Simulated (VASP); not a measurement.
# ZnS (P6_3mc) in VASP: further runs

The runs below take ZnS through single point, with PBEsol.

Program: VASP 6.6.1. These are calculated values, not measurements. Logs are shortened: lines on timing, memory, paths and dates and some standing lists are left out, and cuts for length are marked.

## (1) The cell of the first run

It takes space group P6_3mc (No. 186, hexagonal). The conventional cell has a = 3.689 Å, b = 3.689 Å, c = 19.553 Å, α = 90.00°, β = 90.00°, γ = 120.00°. Zn (site symmetry 3m) has 4 S at 2.28 to 2.45 Å within 3.0 Å. Zn (site symmetry 3m) has 4 S at 2.15 to 2.40 Å within 2.8 Å. Within 3.0 Å of Zn (site symmetry 3m) lie 4 S at 2.28 to 2.44 Å. S (site symmetry 3m) has 4 Zn at 2.40 to 2.45 Å within 3.2 Å. Within 2.8 Å of S (site symmetry 3m) lie 4 Zn at 2.15 to 2.28 Å. Within 3.0 Å of S (site symmetry 3m) lie 4 Zn at 2.28 to 2.44 Å.

## (2) Single point, PBEsol

INCAR

```
SYSTEM = ZnS
PREC = Accurate ; ENCUT = 520
EDIFF = 1E-6 ; ISMEAR = 0
SIGMA = 0.05 ; LREAL = .FALSE.
LASPH = .TRUE. ; NELM = 80
ALGO = Normal ; ISIF = 2
LWAVE = .FALSE. ; LCHARG = .FALSE.
GGA = PS ; NBANDS = 66
```

KPOINTS

```
Automatic mesh
0
G
  9 9 2
  0 0 0
```

POSCAR

```
ZnS
1.0
    3.6893491457      0.0000000000      0.0000000000
   -1.8446745728      3.1950700836      0.0000000000
    0.0000000000      0.0000000000     19.5528126025
Zn S
6 6
Direct
    0.0000000000      0.0000000000      0.0000277175
    0.0000000000      0.0000000000      0.5000277175
    0.3333333333      0.6666666667      0.1817880780
    0.6666666667      0.3333333333      0.6817880780
    0.6666666667      0.3333333333      0.3332753580
    0.3333333333      0.6666666667      0.8332753580
    0.0000000000      0.0000000000      0.1251125986
    0.0000000000      0.0000000000      0.6251125986
    0.3333333333      0.6666666667      0.2916367831
    0.6666666667      0.3333333333      0.7916367831
    0.6666666667      0.3333333333      0.4581259436
    0.3333333333      0.6666666667      0.9581259436
```

Potentials or basis: VASP PAW PBE potentials, release 64 (Zn, S).

Command:

```console
> cat potpaw_PBE.64/Zn/POTCAR potpaw_PBE.64/S/POTCAR > POTCAR
> mpirun -np 1 vasp_std > vasp.out
```

OUTCAR:

```text
SYSTEM = ZnS
   PREC = Accurate
   ENCUT = 520
   EDIFF = 1E-6
   ISMEAR = 0
   LREAL = .FALSE.
   LASPH = .TRUE.
   NELM = 80
   ISIF = 2
   GGA = PS

 ion  position               nearest neighbor table
   1  0.000  0.000  0.000-  12 2.28  12 2.28  12 2.28   7 2.45
   2  0.000  0.000  0.500-  11 2.28  11 2.28  11 2.28   8 2.45
   3  0.333  0.667  0.182-   9 2.15   7 2.40   7 2.40   7 2.40
   4  0.667  0.333  0.682-  10 2.15   8 2.40   8 2.40   8 2.40
   5  0.667  0.333  0.333-   9 2.28   9 2.28   9 2.28  11 2.44
   6  0.333  0.667  0.833-  10 2.28  10 2.28  10 2.28  12 2.44
   7  0.000  0.000  0.125-   3 2.40   3 2.40   3 2.40   1 2.45
   8  0.000  0.000  0.625-   4 2.40   4 2.40   4 2.40   2 2.45
   9  0.333  0.667  0.292-   3 2.15   5 2.28   5 2.28   5 2.28
  10  0.667  0.333  0.792-   4 2.15   6 2.28   6 2.28   6 2.28
  11  0.667  0.333  0.458-   2 2.28   2 2.28   2 2.28   5 2.44
  12  0.333  0.667  0.958-   1 2.28   1 2.28   1 2.28   6 2.44

  LATTYP: Found a hexagonal cell.
 ALAT       =     3.6893491457
 C/A-ratio  =     5.2998000000

  Lattice vectors:

 A1 = (   3.6893491457,   0.0000000000,   0.0000000000)
 A2 = (  -1.8446745728,   3.1950700836,   0.0000000000)
 A3 = (   0.0000000000,   0.0000000000,  19.5528126025)

Analysis of symmetry for initial positions (statically):
=====================================================================
 Subroutine PRICEL returns:
 Original cell was already a primitive cell.

 Routine SETGRP: Setting up the symmetry group for a
 hexagonal supercell.

 Subroutine GETGRP returns: Found 12 space group operations
 (whereof  6 operations were pure point group operations)
 out of a pool of 24 trial point group operations.

The static configuration has the point symmetry C_3v.
 The point group associated with its full space group is C_6v.

Analysis of symmetry for dynamics (positions and initial velocities):
=====================================================================
 Subroutine PRICEL returns:
 Original cell was already a primitive cell.

 Routine SETGRP: Setting up the symmetry group for a
 hexagonal supercell.

 Subroutine GETGRP returns: Found 12 space group operations
 (whereof  6 operations were pure point group operations)
 out of a pool of 24 trial point group operations.

The dynamic configuration has the point symmetry C_3v.
 The point group associated with its full space group is C_6v.

 Subroutine INISYM returns: Found 12 space group operations
 (whereof  6 operations are pure point group operations),
 and found     1 'primitive' translations

----------------------------------------------------------------------------------------

                                     Primitive cell

  volume of cell :     230.4833

  direct lattice vectors                    reciprocal lattice vectors
     3.689349146  0.000000000  0.000000000     0.271050519  0.156491090  0.000000000
    -1.844674573  3.195070084  0.000000000     0.000000000  0.312982180  0.000000000
     0.000000000  0.000000000 19.552812603     0.000000000  0.000000000  0.051143537

  length of vectors
     3.689349146  3.689349146 19.552812603     0.312982180  0.312982180  0.051143537

  position of ions in fractional coordinates (direct lattice)
     0.000000000  0.000000000  0.000027717
     0.000000000  0.000000000  0.500027717
     0.333333333  0.666666667  0.181788078
     0.666666667  0.333333333  0.681788078
     0.666666667  0.333333333  0.333275358
     0.333333333  0.666666667  0.833275358
     0.000000000  0.000000000  0.125112599
     0.000000000  0.000000000  0.625112599
     0.333333333  0.666666667  0.291636783
     0.666666667  0.333333333  0.791636783
     0.666666667  0.333333333  0.458125944
     0.333333333  0.666666667  0.958125944

  ion indices of the primitive-cell ions
   primitive index   ion index
                 1           1
                 2           2
                 3           3
                 4           4
                 5           5
                 6           6
                 7           7
                 8           8
                 9           9
                10          10
                11          11
                12          12

----------------------------------------------------------------------------------------

 KPOINTS: Automatic mesh

Automatic generation of k-mesh.
 Grid dimensions read from file:
 generate k-points for:    9    9    2

 Generating k-lattice:

  Cartesian coordinates                     Fractional coordinates (reciprocal lattice)
     0.030116724  0.017387899  0.000000000     0.111111111 -0.000000000  0.000000000
     0.000000000  0.034775798  0.000000000     0.000000000  0.111111111  0.000000000
     0.000000000  0.000000000  0.025571769     0.000000000  0.000000000  0.500000000

  Length of vectors
     0.034775798  0.034775798  0.025571769

  Shift w.r.t. Gamma in fractional coordinates (k-lattice)
     0.000000000  0.000000000  0.000000000

 Subroutine IBZKPT returns following result:
 ===========================================

 Found     24 irreducible k-points:

 Following reciprocal coordinates:
            Coordinates               Weight
  0.000000  0.000000  0.000000      1.000000
  0.111111 -0.000000  0.000000      6.000000
  0.222222  0.000000  0.000000      6.000000
  0.333333  0.000000  0.000000      6.000000
  0.444444  0.000000  0.000000      6.000000
  0.111111  0.111111  0.000000      6.000000
[... 16 lines left out ...]
  0.333333  0.222222  0.500000     12.000000
  0.333333  0.333333  0.500000      2.000000
   k-points           NKPTS =     24   k-points in BZ     NKDIM =     24   number of bands    NBANDS=     66
   number of dos      NEDOS =    301   number of ions     NIONS =     12
   total plane-waves  NPLWV = 117600
   dimension x,y,z NGX =    28 NGY =   28 NGZ =  150
   dimension x,y,z NGXF=    56 NGYF=   56 NGZF=  300
   ions per type =               6   6
   NGX,Y,Z   is equivalent  to a cutoff of  12.62, 12.62, 12.75 a.u.
   NGXF,Y,Z  is equivalent  to a cutoff of  25.23, 25.23, 25.51 a.u.
 SYSTEM =  ZnS
   PREC   = accura    normal or accurate (medium, high low for compatibility)
   ISTART =      0    job   : 0-new  1-cont  2-samecut
   ICHARG =      2    charge: 1-file 2-atom 10-const
   ISPIN  =      1    spin polarized calculation?
   LNONCOLLINEAR =      F non collinear calculations
   LSORBIT =      F    spin-orbit coupling
   LASPH  =      T    aspherical Exc in radial PAW
   ENCUT  =  520.0 eV  38.22 Ry    6.18 a.u.   6.86  6.86 36.36*2*pi/ulx,y,z
   NELM   =     80;   NELMIN=  2; NELMDL= -5     # of ELM steps
   EDIFF  = 0.1E-05   stopping-criterion for ELM
   LREAL  =      F    real-space projection
   EDIFFG = 0.1E-04   stopping-criterion for IOM
   NSW    =      0    number of steps for IOM
   IBRION =     -1    ionic relax: 0-MD 1-quasi-New 2-CG
   NFREE  =      0    steps in history (QN), initial steepest desc. (CG)
   ISIF   =      2    stress and relaxation
   ISYM   =      2    0-nonsym 1-usesym 2-fastsym
   POTIM  = 0.5000    time-step for ionic-motion
   TEBEG  =    0.0;   TEEND  =   0.0 temperature during run
   PSTRESS=    0.0 pullay stress
   NELECT =     108.0000    total number of electrons
   NUPDOWN=      -1.0000    fix difference up-down
   EMIN   =  10.00;   EMAX   =-10.00  energy-range for DOS
   EFERMI =   0.00;   METHOD = LEGACY
   ISMEAR =     0;   SIGMA  =   0.05  broadening in eV -4-tet -1-fermi 0-gaus
   EFERMI_NEDOS =   21; number of points for ismear=-14 and -15
   IALGO  =     38    algorithm
   IMIX   =      4    mixing-type and parameters
     AMIX     =   0.40;   BMIX     =  1.00
     AMIX_MAG =   1.60;   BMIX_MAG =  1.00
  volume/ion in A,a.u.               =      19.21       129.61
  Fermi-wavevector in a.u.,A,eV,Ry     =   1.271558  2.402897 21.998724  1.616861
  Thomas-Fermi vector in A             =   2.404485
   LORBIT       =      0    0 simple, 1 ext, 2 COOP (PROOUT), +10 PAW based schemes
   GGA     = PS    functional components
   LHFCALC =     F    Hartree Fock is set to
   AEXX    =    0.0000 exact exchange contribution
   IVDW    =     0    specifies the selected vdW correction
   LEPSILON=     F    determine dielectric tensor
   LRPA    =     F    only Hartree local field effects (RPA)
 non-spin polarized calculation
 Gauss-broadening in eV      SIGMA  =   0.05
  energy-cutoff  :      520.00
  volume of cell :      230.48
 maximum number of plane-waves:      6240
 NGX is ok and might be reduce to    28

 number of electron     108.0000000 magnetization

 Free energy of the ion-electron system (eV)
  ---------------------------------------------------
  ext. energy  EPLUGINS =         0.00000000
  ---------------------------------------------------
  free energy    TOTEN  =       -44.61486341 eV

  energy without entropy =      -44.61486341  energy(sigma->0) =      -44.61486341

 E-fermi :   3.0258     XC(G=0):  -9.9820

 val. band max:        2.7769966223   @ k =   0.0000   0.0000   0.0000
 cond. band min:       4.1722679757   @ k =   0.0000   0.0000   0.0000
 fundamental gap:      1.3952713534
 Fermi energy:         3.0257881002

 k-point     1 :       0.0000    0.0000    0.0000
  band No.  band energies     occupation
      1     -11.5790      2.00000
      2     -11.5644      2.00000
      3     -10.7658      2.00000
      4     -10.7211      2.00000
      5      -9.7439      2.00000
      6      -9.7046      2.00000
[... 58 lines left out ...]
     65       8.6697      0.00000
     66       8.7586      0.00000

 k-point     2 :       0.1111   -0.0000    0.0000
  band No.  band energies     occupation
      1     -11.4938      2.00000
      2     -11.4805      2.00000
      3     -10.6822      2.00000
      4     -10.6418      2.00000
      5      -9.6678      2.00000
      6      -9.6328      2.00000
[... 1576 lines left out ...]
     65       8.8129      0.00000
     66       8.8129      0.00000

------------------------ aborting loop because EDIFF is reached ----------------------------------------

  FORCE on cell =-STRESS in cart. coord.  units (eV):
  Direction    XX          YY          ZZ          XY          YZ          ZX
  --------------------------------------------------------------------------------------
  -------------------------------------------------------------------------------------
  Total        4.0140707      4.0140707     -4.7738687      0.0000000      0.0000000      0.0000000
  in kB       27.9033417     27.9033417    -33.1849883      0.0000000      0.0000000      0.0000000
  external PRESSURE =       7.5405650 kB  Pullay stress =       0.0000000 kB

 VOLUME and BASIS-vectors are now :
 -----------------------------------------------------------------------------
  energy-cutoff  :      520.00
  volume of cell :      230.48
      direct lattice vectors                 reciprocal lattice vectors
     3.689349146  0.000000000  0.000000000     0.271050519  0.156491090  0.000000000
    -1.844674573  3.195070084  0.000000000     0.000000000  0.312982180  0.000000000
     0.000000000  0.000000000 19.552812603     0.000000000  0.000000000  0.051143537

 POSITION                                       TOTAL-FORCE (eV/Angst)
 -----------------------------------------------------------------------------------
      0.00000      0.00000      0.00054         0.000000     -0.000000      0.723140
      0.00000      0.00000      9.77695        -0.000000      0.000000      0.723140
     -0.00000      2.13005      3.55447        -0.000000     -0.000000     -2.600243
      1.84467      1.06502     13.33087         0.000000      0.000000     -2.600243
      1.84467      1.06502      6.51647         0.000000      0.000000      0.782213
     -0.00000      2.13005     16.29288        -0.000000      0.000000      0.782213
      0.00000      0.00000      2.44630        -0.000000      0.000000      0.560527
      0.00000      0.00000     12.22271        -0.000000      0.000000      0.560527
     -0.00000      2.13005      5.70232         0.000000     -0.000000      1.194767
      1.84467      1.06502     15.47873        -0.000000      0.000000      1.194767
      1.84467      1.06502      8.95765        -0.000000      0.000000     -0.660404
     -0.00000      2.13005     18.73406         0.000000     -0.000000     -0.660404
 -----------------------------------------------------------------------------------
    total drift:                               -0.000002     -0.000004      0.000298

  FREE ENERGIE OF THE ION-ELECTRON SYSTEM (eV)
  ---------------------------------------------------
  free  energy   TOTEN  =       -44.6148634100 eV

  energy  without entropy=      -44.6148634100  energy(sigma->0) =      -44.61486341
```

Wall time 12 min (1 thread of AMD EPYC 9755, shared host); peak memory 0.44 GiB.

What came out:

- Free energy: -44.6149 eV
- Pressure: 0.8 GPa
- Largest force: 2.600 eV/Å
- Band gap on the k mesh: 1.40 eV

Forces in eV/Å, atoms in the order of the input:
```
Zn   0.000  0.000  0.723
Zn   0.000  0.000  0.723
Zn   0.000  0.000 -2.600
Zn   0.000  0.000 -2.600
Zn   0.000  0.000  0.782
Zn   0.000  0.000  0.782
S    0.000  0.000  0.561
S    0.000  0.000  0.561
S    0.000  0.000  1.195
S    0.000  0.000  1.195
S    0.000  0.000 -0.660
S    0.000  0.000 -0.660
```

Stress tensor (GPa, compression positive):
```
 2.79  0.00  0.00
 0.00  2.79  0.00
 0.00  0.00 -3.32
```

Levels at points of the mesh, in eV from the valence-band top:
| k point | band 52 | band 53 | band 54 | band 55 | band 56 | band 57 |
| --- | --- | --- | --- | --- | --- | --- |
| (0.00, 0.00, 0.00) | -0.04 | 0.00 | 0.00 | 1.40 | 2.50 | 2.96 |
| (0.00, 0.00, 0.50) | -0.02 | -0.02 | -0.02 | 1.93 | 1.93 | 3.01 |

Caveat: the stress differs along the axes, from -3 to 3 GPa; the PAW data sets were made with another functional, which shifts forces and pressure a little.

## (3) Single point, PBEsol

This run uses another cell than the first one, of the same volume but with other edges.

INCAR

```
SYSTEM = ZnS
PREC = Accurate
ENCUT = 520
EDIFF = 1E-6
ISMEAR = 0
SIGMA = 0.05
LREAL = .FALSE.
LASPH = .TRUE.
NELM = 100
ALGO = Normal
ISIF = 2
LWAVE = .FALSE.
LCHARG = .TRUE.
GGA = PS
LELF = .TRUE.
LVHAR = .TRUE.
NBANDS = 66
```

KPOINTS is that of step 2.

POSCAR, as its differences from that of step 2:

```diff
@@ -2,5 +2,5 @@
 1.0
-    3.6893491457      0.0000000000      0.0000000000
-   -1.8446745728      3.1950700836      0.0000000000
-    0.0000000000      0.0000000000     19.5528126025
+    3.7521540119      0.0000000000      0.0000000000
+   -1.8760770060      3.2494606933      0.0000000000
+    0.0000000000      0.0000000000     18.9037271276
 Zn S
```

Potentials or basis: VASP PAW PBE potentials, release 64 (Zn, S).

Command:

```console
> cat potpaw_PBE.64/Zn/POTCAR potpaw_PBE.64/S/POTCAR > POTCAR
> mpirun -np 1 vasp_std > vasp.out
```

Wall time 11 min (1 thread of AMD EPYC 9755, shared host); peak memory 0.43 GiB.

Results (log left out):

| Quantity | Value |
| --- | --- |
| Free energy | -44.7116 eV |
| Pressure | 1.1 GPa |
| Largest force | 3.431 eV/Å |
| Band gap on the k mesh | 1.67 eV |

Forces on the atoms (eV/Å):
```
Zn   0.000  0.000  0.479
Zn   0.000  0.000  0.479
Zn   0.000  0.000 -3.431
Zn   0.000  0.000 -3.431
Zn   0.000  0.000  0.533
Zn   0.000  0.000  0.533
S    0.000  0.000  0.660
S    0.000  0.000  0.660
S    0.000  0.000  2.158
S    0.000  0.000  2.158
S    0.000  0.000 -0.399
S    0.000  0.000 -0.399
```

Stress tensor (GPa, compression positive):
```
0.28 0.00 0.00
0.00 0.28 0.00
0.00 0.00 2.61
```

Levels at points of the mesh, in eV from the valence-band top:
| k point | band 51 | band 52 | band 53 | band 54 | band 55 | band 56 | band 57 | band 58 |
| --- | --- | --- | --- | --- | --- | --- | --- | --- |
| (0.00, 0.00, 0.00) | -0.07 | -0.07 | 0.00 | 0.00 | 1.67 | 2.54 | 2.95 | 2.98 |
| (0.00, 0.00, 0.50) | -0.03 | -0.03 | -0.03 | -0.03 | 2.13 | 2.13 | 2.95 | 2.95 |

Caveat: the PAW data sets were made with another functional, which shifts forces and pressure a little. A k mesh can miss the band edges.
